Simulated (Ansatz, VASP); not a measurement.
# Ba2LiB6Os: VASP beside Ansatz

```
Li Ba Os B
1.0
     0.00000    3.98073    3.98073
     3.98073    0.00000    3.98073
     3.98073    3.98073    0.00000
Li Ba Os B
1 2 1 6
Direct
  0.50000 0.50000 0.50000
  0.25000 0.25000 0.25000
  0.75000 0.75000 0.75000
  0.00000 0.00000 0.00000
  0.76700 0.23300 0.23300
  0.23300 0.76700 0.23300
  0.23300 0.76700 0.76700
  0.76700 0.23300 0.76700
  0.23300 0.23300 0.76700
  0.76700 0.76700 0.23300
```

Alike in both runs: task single point; functional r2SCAN; k mesh 7 × 7 × 7; occupations gaussian, width 0.1688 eV; no spin polarisation.

|  | VASP | Ansatz |
| --- | --- | --- |
| version | VASP 6.6.1 | Ansatz 0.2.0 |
| potentials or method | VASP PAW PBE potentials, release 64 (Li_sv, Ba_sv, Os, B), cutoff 520 eV | PAW plane waves |
| valence electrons in the cell | 49 | 57 |

Ansatz gave:

```
rms of the force components (eV/Å) : 2.247
```

**Question.** Estimate VASP's values.

**Answer.** rms of the force components (eV/Å): 2.380.

VASP's potentials were made for PBE, not for r2SCAN. Atom by atom the forces differ by 0.133 eV/Å (rms over components). VASP's potentials hold 49 valence electrons a cell and Ansatz's 57, so a difference there can come from the potentials and not from the codes.

Neither program's run includes spin-orbit coupling. Noted on VASP's run: the cutoff is short for stress, so the pressure is rough.
